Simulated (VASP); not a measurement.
Write the native input for VASP 6.6.1 that does the following.

- Task: single point
- Functional: PBEsol
- Potentials or basis: VASP PAW PBE potentials, release 64 (As_d)
- Cutoff: 510 eV
- k mesh: 8 × 8 × 8
- Occupations: fermi-dirac, width 0.05 eV
- Spin: no spin polarisation
- Dipole correction: no
- Further INCAR settings: ALGO = Normal; EDIFF = 1e-06; NBANDS = 14

The structure of As lies in POSCAR:

```
As
1.0
    2.6496081095      0.0000000000      0.0000000000
    0.0000000000      2.6496081095      0.0000000000
    0.0000000000      0.0000000000      2.7036817444
As
1
Direct
    0.5000000000      0.5000000000      0.5000000000
```

These files were run (other wordings do the same):

INCAR

```
PREC = Accurate
ENCUT = 510
EDIFF = 1E-6
ISMEAR = -1
SIGMA = 0.05
LREAL = False
LASPH = True
NELM = 120
ALGO = Normal
ISIF = 2
LWAVE = False
LCHARG = False
GGA = PS
NBANDS = 14
GGA_COMPAT = False
```

KPOINTS

```
regular mesh
0
Gamma
  8 8 8
```

Potentials or basis: VASP PAW PBE potentials, release 64 (As_d).

Launch:

```console
$ cat potpaw_PBE.64/As_d/POTCAR > POTCAR
$ mpirun -np 1 vasp_std > vasp.out
```

Results of the run:

```yaml
Pressure: 3.7 GPa
Band_gap_on_the_k_mesh: zero (an odd number of electrons rules out a gap without spin polarisation)
```

Caveat: the cell stands under pressure; the PAW data sets were made with another functional, which shifts forces and pressure a little.

It took 11 s on 1 thread of Intel(R) Xeon(R) Platinum 8259CL CPU @ 2.50GHz (Skylake/Cascade Lake), with other jobs on the host, peak memory 0.13 GiB.
